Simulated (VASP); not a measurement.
# LiBr (Fm-3m) in VASP: notebook, part 3 of 3

VASP 6.6.1.

### 6 Single point, r2SCAN

This run uses another cell than the first one, of 20.56 Å³/atom, 1.031 times its volume.

Contents of POSCAR:

```
LiBr
1.0
    0.0000000000      2.7395485848      2.7395485848
    2.7395485848      0.0000000000      2.7395485848
    2.7395485848      2.7395485848      0.0000000000
Li Br
1 1
Direct
    0.0000000000      0.0000000000      0.0000000000
    0.5000000000      0.5000000000      0.5000000000
```

Contents of INCAR.step1:

```
ALGO     = Normal         # electronic algorithm
EDIFF    = 1E-5           # SCF threshold, eV
ENCUT    = 830            # plane-wave cutoff, eV
GGA      = PE             # functional
GGA_COMPAT= False        
ISMEAR   = 0              # smearing method
LASPH    = True           # aspherical terms in the spheres
LCHARG   = False          # write CHGCAR
LREAL    = False          # projectors in reciprocal space
LWAVE    = True           # write WAVECAR
NBANDS   = 12             # bands
NELM     = 120            # most SCF steps
PREC     = Accurate       # precision mode
SIGMA    = 0.01           # smearing width, eV
```

Contents of INCAR.step2:

```
ALGO     = Normal         # electronic algorithm
EDIFF    = 1E-6           # SCF threshold, eV
ENCUT    = 830            # plane-wave cutoff, eV
GGA_COMPAT= False        
ISIF     = 2              # what is computed and relaxed
ISMEAR   = 0              # smearing method
ISTART   = 1            
LASPH    = True           # aspherical terms in the spheres
LCHARG   = False          # write CHGCAR
LMIXTAU  = True         
LREAL    = False          # projectors in reciprocal space
LWAVE    = False          # write WAVECAR
METAGGA  = R2SCAN         # meta-GGA
NBANDS   = 12             # bands
NELM     = 120            # most SCF steps
PREC     = Accurate       # precision mode
SIGMA    = 0.01           # smearing width, eV
```

Contents of KPOINTS:

```
k-points
0
Gamma
  8 8 8
```

Potentials or basis: VASP PAW PBE potentials, release 64 (Li_sv, Br).

Started as:

```bash
> cat potpaw_PBE.64/Li_sv/POTCAR potpaw_PBE.64/Br/POTCAR > POTCAR
> cp INCAR.step1 INCAR
> mpirun -np 1 vasp_std > vasp.out
> cp INCAR.step2 INCAR
> mpirun -np 1 vasp_std > vasp.out
```

OUTCAR:

```text
EDIFF = 1E-6
   ENCUT = 830
   ISIF = 2
   ISMEAR = 0
   ISTART = 1
   LASPH = True
   LREAL = False
   METAGGA = R2SCAN
   NELM = 120
   PREC = Accurate

 ion  position               nearest neighbor table
   1  0.000  0.000  0.000-
   2  0.500  0.500  0.500-

  LATTYP: Found a face centered cubic cell.
 ALAT       =     5.4790971696

  Lattice vectors:

 A1 = (   0.0000000000,   2.7395485848,   2.7395485848)
 A2 = (   2.7395485848,   0.0000000000,   2.7395485848)
 A3 = (   2.7395485848,   2.7395485848,   0.0000000000)

Analysis of symmetry for initial positions (statically):
=====================================================================
 Subroutine PRICEL returns:
 Original cell was already a primitive cell.

 Routine SETGRP: Setting up the symmetry group for a
 face centered cubic supercell.

 Subroutine GETGRP returns: Found 48 space group operations
 (whereof 48 operations were pure point group operations)
 out of a pool of 48 trial point group operations.

The static configuration has the point symmetry O_h .

[... 163 lines left out ...]
 cond. band min:       5.9456127529   @ k =   0.0000   0.0000   0.0000
 fundamental gap:      5.9300549820
 Fermi energy:         0.1918240827

 k-point     1 :       0.0000    0.0000    0.0000
  band No.  band energies     occupation
      1     -45.7033      2.00000
      2     -13.9266      2.00000
      3       0.0156      2.00000
      4       0.0156      2.00000
      5       0.0156      2.00000
      6       5.9456      0.00000
      7      11.2415      0.00000
      8      11.2415      0.00000
      9      11.2415      0.00000
     10      13.5164      0.00000
     11      13.5164      0.00000
     12      13.5164      0.00000
[... 331 lines left out ...]
 k-point    24 :      -0.3750    0.2500    0.1250
  band No.  band energies     occupation
      1     -45.7021      2.00000
      2     -13.3217      2.00000
      3      -2.6414      2.00000
      4      -1.3576      2.00000
      5      -0.6158      2.00000
      6       7.8763      0.00000
      7       8.7235      0.00000
      8      10.0959      0.00000
      9      11.7060      0.00000
     10      14.5760      0.00000
     11      15.2147      0.00000
     12      17.6040      0.00000

 [... further k-points ...]
[... 5 lines left out ...]
  --------------------------------------------------------------------------------------
  -------------------------------------------------------------------------------------
  Total       -0.1010287     -0.1010287     -0.1010287      0.0000000      0.0000000      0.0000000
  in kB       -3.9363013     -3.9363013     -3.9363013      0.0000000      0.0000000      0.0000000
  external PRESSURE =      -3.9363013 kB  Pullay stress =       0.0000000 kB

 VOLUME and BASIS-vectors are now :
 -----------------------------------------------------------------------------
  energy-cutoff  :      830.00
  volume of cell :       41.12
      direct lattice vectors                 reciprocal lattice vectors
     0.000000000  2.739548585  2.739548585    -0.182511821  0.182511821  0.182511821
     2.739548585  0.000000000  2.739548585     0.182511821 -0.182511821  0.182511821
     2.739548585  2.739548585  0.000000000     0.182511821  0.182511821 -0.182511821

 POSITION                                       TOTAL-FORCE (eV/Angst)
 -----------------------------------------------------------------------------------
      0.00000      0.00000      0.00000        -0.000000     -0.000000     -0.000000
      2.73955      2.73955      2.73955         0.000000      0.000000      0.000000
 -----------------------------------------------------------------------------------
    total drift:                                0.000000      0.000000      0.000000

  FREE ENERGIE OF THE ION-ELECTRON SYSTEM (eV)
  ---------------------------------------------------
  free  energy   TOTEN  =       -19.1512360275 eV

  energy  without entropy=      -19.1512360275  energy(sigma->0) =      -19.15123603
```

OUTCAR.step1:

```text
EDIFF = 1E-5
   ENCUT = 830
   GGA = PE
   ISMEAR = 0
   LASPH = True
[... 580 lines left out ...]
 -----------------------------------------------------------------------------------
      0.00000      0.00000      0.00000        -0.000000     -0.000000      0.000000
      2.73955      2.73955      2.73955         0.000000      0.000000      0.000000
 -----------------------------------------------------------------------------------
    total drift:                                0.000000      0.000000      0.000000

  FREE ENERGIE OF THE ION-ELECTRON SYSTEM (eV)
  ---------------------------------------------------
  free  energy   TOTEN  =        -6.6401938963 eV

  energy  without entropy=       -6.6401938963  energy(sigma->0) =       -6.64019390
```

OSZICAR.step1:

```text
N       E                     dE             d eps       ncg     rms          rms(c)
DAV:   1     0.530343285576E+02    0.53034E+02   -0.50246E+03   696   0.105E+03
DAV:   2    -0.303551847025E+01   -0.56070E+02   -0.53148E+02   908   0.153E+02
DAV:   3    -0.656704907638E+01   -0.35315E+01   -0.35220E+01   904   0.403E+01
DAV:   4    -0.666645239995E+01   -0.99403E-01   -0.99369E-01   960   0.659E+00
DAV:   5    -0.666750873637E+01   -0.10563E-02   -0.10563E-02   888   0.666E-01    0.197E+00
DAV:   6    -0.663547480529E+01    0.32034E-01   -0.62327E-02   892   0.116E+00    0.121E+00
DAV:   7    -0.663782036739E+01   -0.23456E-02   -0.37320E-02   980   0.104E+00    0.440E-01
DAV:   8    -0.664016930645E+01   -0.23489E-02   -0.42525E-03   824   0.444E-01    0.715E-02
DAV:   9    -0.664015965284E+01    0.96536E-05   -0.10806E-04   832   0.761E-02    0.283E-02
DAV:  10    -0.664019295336E+01   -0.33301E-04   -0.53797E-05   816   0.487E-02    0.155E-02
DAV:  11    -0.664019389630E+01   -0.94294E-06   -0.47837E-06   544   0.134E-02
   1 F= -.66401939E+01 E0= -.66401939E+01  d E =-.139555E-60
```

Run time: 2.3 min. Hardware: 1 thread of Intel Xeon 8259CL, shared host; peak memory 0.23 GiB.

What came out:

| Item | Value |
| --- | --- |
| Free energy | -19.1512 eV |
| Pressure | -0.4 GPa |
| Band gap on the k mesh | 5.93 eV, direct |

Caveat: the PAW data sets were made with another functional, which shifts forces and pressure a little. r2SCAN opens gaps a little over a GGA but as a rule still falls short of measured ones.

### 7 Summary

```tsv
cell	k mesh	gap on the mesh (eV)	pressure (GPa)
a = 3.835 Å, angles 60.0°, 2 atoms	6 × 6 × 6	6.09	0.5
a = 3.874 Å, angles 60.0°, 2 atoms	6 × 6 × 6	5.93	-0.4
a = 3.913 Å, angles 60.0°, 2 atoms	6 × 6 × 6	5.79	-1.2
a = 3.950 Å, angles 60.0°, 2 atoms	6 × 6 × 6	5.67	-1.7
a = 3.874 Å, angles 60.0°, 2 atoms	8 × 8 × 8	5.93	-0.4
```

Alike in all rows: task single point; level r2SCAN; potentials or basis VASP PAW PBE potentials, release 64 (Li_sv, Br); no spin polarisation; cutoff (eV) 830; smearing gaussian 0.01 eV.

Caveats: the PAW data sets were made with another functional, which shifts forces and pressure a little.

Absolute energies hang on the potentials; compare differences alone.
